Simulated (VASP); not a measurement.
# Li2Se (Fm-3m) in VASP: a series of runs, part 2 of 2

VASP 6.6.1. The steps go on from the part before.

## Step 3: Electric field gradients, LDA (18.77 Å³/atom)

The input, INCAR:

```
ALGO = Normal ; EDIFF = 1E-8
ENCUT = 650 ; GGA_COMPAT = False
ISIF = 2 ; ISMEAR = -1
LASPH = True ; LCHARG = False
LEFG = True ; LREAL = False
LWAVE = False ; NBANDS = 13
NELM = 120 ; PREC = Accurate
SIGMA = 0.03
```

The input, KPOINTS:

```
k-points
0
Gamma
  9 9 9
```

The input, POSCAR:

```
Li2Se
1.0
    0.0000000000      3.0420111100      3.0420111100
    3.0420111100      0.0000000000      3.0420111100
    3.0420111100      3.0420111100      0.0000000000
Li Se
2 1
Direct
    0.2500000000      0.2500000000      0.2500000000
    0.7500000000      0.7500000000      0.7500000000
    0.0000000000      0.0000000000      0.0000000000
```

Potentials or basis: VASP PAW LDA potentials, release 64 (Li_sv, Se).

On the command line:

```sh
cat potpaw_LDA.64/Li_sv/POTCAR potpaw_LDA.64/Se/POTCAR > POTCAR
mpirun -np 1 vasp_std > vasp.out
```

OUTCAR:

```text
EDIFF = 1E-8
   ENCUT = 650
   ISIF = 2
   ISMEAR = -1
   LASPH = True
   LREAL = False
   NELM = 120
   PREC = Accurate

 ion  position               nearest neighbor table
   1  0.250  0.250  0.250-   3 2.63   3 2.63   3 2.63   3 2.63
   2  0.750  0.750  0.750-   3 2.63   3 2.63   3 2.63   3 2.63
   3  0.000  0.000  0.000-   2 2.63   2 2.63   2 2.63   1 2.63   1 2.63   1 2.63   2 2.63   1 2.63

  LATTYP: Found a face centered cubic cell.
 ALAT       =     6.0840222200

  Lattice vectors:

 A1 = (   0.0000000000,   3.0420111100,   3.0420111100)
 A2 = (   3.0420111100,   0.0000000000,   3.0420111100)
 A3 = (   3.0420111100,   3.0420111100,   0.0000000000)

Analysis of symmetry for initial positions (statically):
=====================================================================
 Subroutine PRICEL returns:
 Original cell was already a primitive cell.

 Routine SETGRP: Setting up the symmetry group for a
 face centered cubic supercell.

 Subroutine GETGRP returns: Found 48 space group operations
 (whereof 48 operations were pure point group operations)
 out of a pool of 48 trial point group operations.

The static configuration has the point symmetry O_h .

Analysis of symmetry for dynamics (positions and initial velocities):
=====================================================================
 Subroutine PRICEL returns:
 Original cell was already a primitive cell.

 Routine SETGRP: Setting up the symmetry group for a
 face centered cubic supercell.

 Subroutine GETGRP returns: Found 48 space group operations
 (whereof 48 operations were pure point group operations)
 out of a pool of 48 trial point group operations.

The dynamic configuration has the point symmetry O_h .

 Subroutine INISYM returns: Found 48 space group operations
 (whereof 48 operations are pure point group operations),
 and found     1 'primitive' translations

----------------------------------------------------------------------------------------

                                     Primitive cell

  volume of cell :      56.3005

  direct lattice vectors                    reciprocal lattice vectors
     0.000000000  3.042011110  3.042011110    -0.164364949  0.164364949  0.164364949
     3.042011110  0.000000000  3.042011110     0.164364949 -0.164364949  0.164364949
     3.042011110  3.042011110  0.000000000     0.164364949  0.164364949 -0.164364949

  length of vectors
     4.302053369  4.302053369  4.302053369     0.284688442  0.284688442  0.284688442

  position of ions in fractional coordinates (direct lattice)
     0.250000000  0.250000000  0.250000000
     0.750000000  0.750000000  0.750000000
     0.000000000  0.000000000  0.000000000

  ion indices of the primitive-cell ions
   primitive index   ion index
                 1           1
                 2           2
                 3           3

----------------------------------------------------------------------------------------

 KPOINTS: k-points

Automatic generation of k-mesh.
[... 88 lines left out ...]
  Fermi-wavevector in a.u.,A,eV,Ry     =   0.977908  1.847977 13.011294  0.956303
  Thomas-Fermi vector in A             =   2.108642
   LORBIT       =      0    0 simple, 1 ext, 2 COOP (PROOUT), +10 PAW based schemes
   GGA     = CA    functional components
   LHFCALC =     F    Hartree Fock is set to
   AEXX    =    0.0000 exact exchange contribution
   IVDW    =     0    specifies the selected vdW correction
   LEPSILON=     F    determine dielectric tensor
   LRPA    =     F    only Hartree local field effects (RPA)
 non-spin polarized calculation
  energy-cutoff  :      650.00
  volume of cell :       56.30
 maximum number of plane-waves:      2144
   NGX = 17   NGY = 17   NGZ = 17

 number of electron      11.9999995 magnetization

 Free energy of the ion-electron system (eV)
  ---------------------------------------------------
  ext. energy  EPLUGINS =         0.00000000
  ---------------------------------------------------
  free energy    TOTEN  =       -12.10473546 eV

  energy without entropy =      -12.10473546  energy(sigma->0) =      -12.10473546

 E-fermi :   1.4888     XC(G=0):  -8.3940

 val. band max:        0.7515050194   @ k =   0.0000   0.0000   0.0000
 cond. band min:       3.6646490344   @ k =   0.4444   0.4444   0.0000
 fundamental gap:      2.9131440149
 Fermi energy:         1.4888336425

 k-point     1 :       0.0000    0.0000    0.0000
  band No.  band energies     occupation
      1     -43.0389      2.00000
      2     -43.0162      2.00000
      3     -10.5682      2.00000
      4       0.7515      2.00000
      5       0.7515      2.00000
      6       0.7515      2.00000
      7       3.8021      0.00000
      8       6.2017      0.00000
      9       6.2017      0.00000
     10       6.2017      0.00000
     11      11.1892      0.00000
     12      11.1892      0.00000
     13      11.2991      0.00000
[... 354 lines left out ...]
  band No.  band energies     occupation
      1     -43.0312      2.00000
      2     -43.0230      2.00000
      3     -10.1535      2.00000
      4      -1.4051      2.00000
      5      -0.6034      2.00000
      6      -0.6034      2.00000
      7       3.6646      0.00000
      8       6.7379      0.00000
      9      10.2230      0.00000
     10      10.2230      0.00000
     11      11.1735      0.00000
     12      12.6062      0.00000
     13      12.6062      0.00000

 [... further k-points ...]

------------------------ aborting loop because EDIFF is reached ----------------------------------------

  FORCE on cell =-STRESS in cart. coord.  units (eV):
  Direction    XX          YY          ZZ          XY          YZ          ZX
  --------------------------------------------------------------------------------------
  -------------------------------------------------------------------------------------
  Total       -1.2905196     -1.2905196     -1.2905196      0.0000000      0.0000000      0.0000000
  in kB      -36.7250854    -36.7250854    -36.7250854      0.0000000      0.0000000      0.0000000
  external PRESSURE =     -36.7250854 kB  Pullay stress =       0.0000000 kB

 VOLUME and BASIS-vectors are now :
 -----------------------------------------------------------------------------
  energy-cutoff  :      650.00
  volume of cell :       56.30
      direct lattice vectors                 reciprocal lattice vectors
     0.000000000  3.042011110  3.042011110    -0.164364949  0.164364949  0.164364949
     3.042011110  0.000000000  3.042011110     0.164364949 -0.164364949  0.164364949
     3.042011110  3.042011110  0.000000000     0.164364949  0.164364949 -0.164364949

 POSITION                                       TOTAL-FORCE (eV/Angst)
 -----------------------------------------------------------------------------------
      1.52101      1.52101      1.52101         0.000000      0.000000      0.000000
      4.56302      4.56302      4.56302        -0.000000     -0.000000     -0.000000
      0.00000      0.00000      0.00000        -0.000000      0.000000      0.000000
 -----------------------------------------------------------------------------------
    total drift:                                0.000000      0.000000      0.000000

  FREE ENERGIE OF THE ION-ELECTRON SYSTEM (eV)
  ---------------------------------------------------
  free  energy   TOTEN  =       -12.1047354633 eV

  energy  without entropy=      -12.1047354633  energy(sigma->0) =      -12.10473546

 Electric field gradients (V/A^2)
---------------------------------------------------------------------
 ion       V_xx      V_yy      V_zz      V_xy      V_xz      V_yz
---------------------------------------------------------------------
   1       0.000    -0.000    -0.000    -0.002    -0.002    -0.002
   2      -0.000    -0.000    -0.000    -0.002    -0.002    -0.002
   3       0.000     0.000     0.000    -0.000    -0.000    -0.000
---------------------------------------------------------------------

 Electric field gradients after diagonalization (V/A^2)
 (convention: |V_zz| > |V_xx| > |V_yy|)
----------------------------------------------------------------------
 ion       V_xx      V_yy      V_zz     asymmetry (V_yy - V_xx)/ V_zz
----------------------------------------------------------------------
   1       0.002     0.002    -0.004       0.000
   2       0.002     0.002    -0.004       0.000
   3       0.000     0.000    -0.000       0.000
----------------------------------------------------------------------

           NMR quadrupolar parameters

 Cq : quadrupolar parameter    Cq=e*Q*V_zz/h
 eta: asymmetry parameters     (V_yy - V_xx)/ V_zz
 Q  : nuclear electric quadrupole moment in mb (millibarn)
----------------------------------------------------------------------
 ion       Cq(MHz)       eta       Q (mb)
----------------------------------------------------------------------
   1      -0.000       0.000       1.000
   2      -0.000       0.000       1.000
   3      -0.000       0.000       1.000
----------------------------------------------------------------------
```

OSZICAR:

```text
N       E                     dE             d eps       ncg     rms          rms(c)
DAV:   1     0.459551233458E+02    0.45955E+02   -0.60771E+03   910   0.103E+03
DAV:   2    -0.452588805710E+01   -0.50481E+02   -0.47792E+02  1104   0.199E+02
DAV:   3    -0.121800825678E+02   -0.76542E+01   -0.76097E+01  1717   0.468E+01
DAV:   4    -0.123415161111E+02   -0.16143E+00   -0.16138E+00  1168   0.980E+00
DAV:   5    -0.123447211338E+02   -0.32050E-02   -0.32050E-02  1408   0.119E+00    0.276E+00
DAV:   6    -0.121366300448E+02    0.20809E+00   -0.26887E-01  1127   0.195E+00    0.163E+00
DAV:   7    -0.121052991812E+02    0.31331E-01   -0.98096E-02  1294   0.128E+00    0.720E-01
DAV:   8    -0.121049066396E+02    0.39254E-03   -0.12973E-02  1219   0.640E-01    0.272E-01
DAV:   9    -0.121047303952E+02    0.17624E-03   -0.35388E-04  1291   0.110E-01    0.200E-01
DAV:  10    -0.121047393439E+02   -0.89487E-05   -0.33646E-04  1130   0.914E-02    0.902E-02
DAV:  11    -0.121047365230E+02    0.28209E-05   -0.18906E-05  1300   0.339E-02    0.415E-02
DAV:  12    -0.121047357062E+02    0.81677E-06   -0.63522E-06  1171   0.141E-02    0.140E-02
DAV:  13    -0.121047354870E+02    0.21922E-06   -0.86120E-07  1216   0.679E-03    0.274E-03
DAV:  14    -0.121047354666E+02    0.20328E-07   -0.38149E-08  1259   0.140E-03    0.110E-03
DAV:  15    -0.121047354633E+02    0.32933E-08   -0.13332E-08   981   0.632E-04
   1 F= -.12104735E+02 E0= -.12104735E+02  d E =-.248539E-12
```

stdout:

```text
POSCAR found type information on POSCAR LiSe
 POSCAR found :  2 types and       3 ions
 scaLAPACK will be used
 LDA part: xc-table for (Slater(with rela. corr.)+CA(PZ))
 , standard interpolation
 POSCAR, INCAR and KPOINTS ok, starting setup
 FFT: planning ... GRIDC
 FFT: planning ... GRID_SOFT
 FFT: planning ... GRID
 WAVECAR not read
 entering main loop
ion   1

ion   2

ion   3
```

Run time: 61 s. Hardware: 1 thread of Intel Xeon 8259CL, shared host; peak memory 0.18 GiB.

What came out:

```yaml
Free_energy: -12.1047 eV
Pressure: -3.7 GPa
Band_gap_on_the_k_mesh: 2.91 eV (least direct gap 3.05 eV)
Largest_electric_field_gradient_by_atom: zero within the noise of the run
```

Levels at points of the mesh, in eV from the valence-band top:
```csv
k point,band 4,band 5,band 6,band 7,band 8,band 9
"(0.00, 0.00, 0.00)",0.00,0.00,0.00,3.05,5.45,5.45
```

Caveat: the cell stands under tension; an odd mesh through Γ misses points on the zone boundary, where band edges can lie.
